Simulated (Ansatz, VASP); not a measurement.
This is a calculation of Cd2S for Ansatz 0.2.0.

File input.yaml:

```yaml
crystal:
  lattice:
    - [3.8817765334, 0.0, 0.0]
    - [-1.9408882667, 3.3617170898, 0.0]
    - [0.0, 0.0, 5.6906037861]
  atoms:
    - { symbol: Cd, position: [0.3333333333, 0.6666666667, 0.932717] }
    - { symbol: Cd, position: [0.6666666667, 0.3333333333, 0.578735] }
    - { symbol: S, position: [0.3333333333, 0.6666666667, 0.365705] }
hamiltonian:
  xc: pbe
  pseudopotentials: { kind: paw }
kpoints:
  mp_grid: { grid: [8, 8, 5] }
scf:
  occupations: { method: fermi_dirac, width: 0.05 }
output:
  forces: true
  stress: true
  eigenvalues: true
```

Potentials or basis: Ansatz PAW.

Launch:

```bash
$ ansatz run input.yaml --threads 2 --pin off --max-ram 5632MiB --backend cpu --events-out ev --progress --plain --runs-dir out
```

Q: Set up the same calculation for VASP 6.6.1. Potentials there: VASP PAW PBE potentials, release 64 (Cd_sv_GW, S).

A: As run (the cutoff follows the program's own potentials):

File INCAR:

```
SYSTEM = Cd2S
ALGO     = Normal         ! electronic algorithm
EDIFF    = 1E-6           ! SCF threshold, eV
ENCUT    = 540            ! plane-wave cutoff, eV
GGA      = PE             ! functional
GGA_COMPAT= .FALSE.      
ISIF     = 2              ! what is computed and relaxed
ISMEAR   = -1             ! smearing method
LASPH    = .TRUE.         ! aspherical terms in the spheres
LCHARG   = .TRUE.         ! write CHGCAR
LELF     = .TRUE.         ! ELF
LREAL    = .FALSE.        ! projectors in reciprocal space
LVHAR    = .TRUE.       
LWAVE    = .FALSE.        ! write WAVECAR
NBANDS   = 30             ! bands
NELM     = 120            ! most SCF steps
PREC     = Accurate       ! precision mode
SIGMA    = 0.05           ! smearing width, eV
```

KPOINTS

```
k-points
0
G
  8 8 5
  0 0 0
```

Contents of POSCAR:

```
Cd2S
1.0
    3.8817765334      0.0000000000      0.0000000000
   -1.9408882667      3.3617170898      0.0000000000
    0.0000000000      0.0000000000      5.6906037861
Cd S
2 1
Direct
    0.3333333333      0.6666666667      0.9327170000
    0.6666666667      0.3333333333      0.5787350000
    0.3333333333      0.6666666667      0.3657050000
```

Potentials or basis: VASP PAW PBE potentials, release 64 (Cd_sv_GW, S).

Launch:

```sh
$ cat potpaw_PBE.64/Cd_sv_GW/POTCAR potpaw_PBE.64/S/POTCAR > POTCAR
$ mpirun -np 1 vasp_std > vasp.out
```

Both were run:

|  | VASP | Ansatz | Ansatz less VASP |
| --- | --- | --- | --- |
| gap on the k mesh at the Fermi level (eV) | 0.21 | 0.21 | 0.000 |
| least direct gap on the mesh (eV) | 0.59 | 0.59 | 0.000 |
| pressure (GPa) | 1.6 | 2.9 | +1.35 |
| traceless stress, the component that is largest in VASP (GPa) | 0.99 | 0.99 | +0.001 |
| rms of the force components (eV/Å) | 0.069 | 0.068 | -0.0003 |

Atom by atom the forces differ by 0.001 eV/Å (rms over components).

Noted on Ansatz's run: odd divisions of the mesh miss points on the zone boundary, where band edges often lie, so the gap on the mesh can be too wide.
